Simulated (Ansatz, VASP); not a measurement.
## SnTe in VASP and in Ansatz

```
Sn Te
1.0
     0.00000    3.15744    3.15744
     3.15744    0.00000    3.15744
     3.15744    3.15744    0.00000
Sn Te
1 1
Direct
  0.00000 0.00000 0.00000
  0.50000 0.50000 0.50000
```

Change from the starting cell: hydrostatic strain -1.0%.

Alike in both runs: task single point; functional r2SCAN; k mesh 8 × 8 × 8; occupations fermi-dirac, width 0.02 eV; no spin polarisation.

|  | VASP | Ansatz |
| --- | --- | --- |
| version | VASP 6.6.1 | Ansatz 0.2.0 |
| potentials or method | VASP PAW PBE potentials, release 64 (Sn_d, Te) | plane waves, PAW |
| plane-wave cutoff (eV) | 520 | 500 |
| valence electrons in the cell | 20 | 30 |

|  | VASP | Ansatz | Ansatz less VASP |
| --- | --- | --- | --- |
| pressure (GPa) | 1.3 | 1.3 | 0.00 |

VASP's potentials were made for PBE, not for r2SCAN. VASP's potentials hold 20 valence electrons a cell and Ansatz's 30, so a difference there can come from the potentials and not from the codes.

Spin-orbit coupling is off throughout.
